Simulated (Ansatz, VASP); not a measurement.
# LiH in VASP and in Ansatz

Contents of INCAR:

```
  PREC = Accurate
  ENCUT = 750
  EDIFF = 1E-6
  ISMEAR = 0
  SIGMA = 0.1
  LREAL = False
  LASPH = True
  NELM = 120
  ALGO = Normal
  ISIF = 2
  LWAVE = False
  LCHARG = True
  GGA = PE
  LELF = True
  LVHAR = True
  NBANDS = 21
  GGA_COMPAT = False
```

The input KPOINTS:

```
regular mesh
0
Gamma
  6 6 2
```

Contents of POSCAR:

```
LiH
1.0
    3.2430000000      0.0000000000      0.0000000000
   -1.6215000000      2.8085203800      0.0000000000
    0.0000000000      0.0000000000     13.3578329100
Li H
5 5
Direct
    0.0000000000      0.0000000000      0.8000000000
    0.0000000000      0.0000000000      0.0000000000
    0.0000000000      0.0000000000      0.2000000000
    0.3333333300      0.6666666700      0.4000000000
    0.6666666700      0.3333333300      0.6000000000
    0.3333333300      0.6666666700      0.7000000000
    0.6666666700      0.3333333300      0.9000000000
    0.3333333300      0.6666666700      0.1000000000
    0.6666666700      0.3333333300      0.3000000000
    0.0000000000      0.0000000000      0.5000000000
```

Input for Ansatz:

```yaml
crystal:
  lattice:
    - [3.243, 0.0, 0.0]
    - [-1.6215, 2.80852038, 0.0]
    - [0.0, 0.0, 13.35783291]
  atoms:
    - { symbol: Li, position: [0.0, 0.0, 0.8] }
    - { symbol: Li, position: [0.0, 0.0, 0.0] }
    - { symbol: Li, position: [0.0, 0.0, 0.2] }
    - { symbol: Li, position: [0.33333333, 0.66666667, 0.4] }
    - { symbol: Li, position: [0.66666667, 0.33333333, 0.6] }
    - { symbol: H, position: [0.33333333, 0.66666667, 0.7] }
    - { symbol: H, position: [0.66666667, 0.33333333, 0.9] }
    - { symbol: H, position: [0.33333333, 0.66666667, 0.1] }
    - { symbol: H, position: [0.66666667, 0.33333333, 0.3] }
    - { symbol: H, position: [0.0, 0.0, 0.5] }
basis:
  ecutwfc: 420
kpoints:
  mp_grid: { grid: [6, 6, 2] }
hamiltonian:
  xc: pbe
scf:
  occupations: { method: gaussian, width: 0.1 }
  lower_state_search: "off"
output:
  forces: true
  stress: true
  eigenvalues: true
```

Alike in both runs: task single point; functional PBE; k mesh 6 × 6 × 2; occupations gaussian, width 0.1 eV; no spin polarisation.

```csv
,VASP,Ansatz
version,VASP 6.6.1,Ansatz 0.2.0
potentials or method,"VASP PAW PBE potentials, release 64 (Li_sv, H), cutoff 750 eV","scalar-relativistic, plane waves, PAW"
valence electrons in the cell,20,20
```

Ansatz gave:

| Item | Value |
| --- | --- |
| gap on the k mesh at the Fermi level (eV) | 3.44 |
| least direct gap on the mesh (eV) | 3.59 |
| pressure (GPa) | -7.3 |
| traceless stress, the component that is largest in VASP (GPa) | 1.10 |
| rms of the force components (eV/Å) | 0.061 |

Q: Estimate VASP's values.

A: gap on the k mesh at the Fermi level (eV): 3.43; least direct gap on the mesh (eV): 3.59; pressure (GPa): -7.4; traceless stress, the component that is largest in VASP (GPa): 1.10; rms of the force components (eV/Å): 0.060.

Atom by atom the forces differ by 0.000 eV/Å (rms over components).
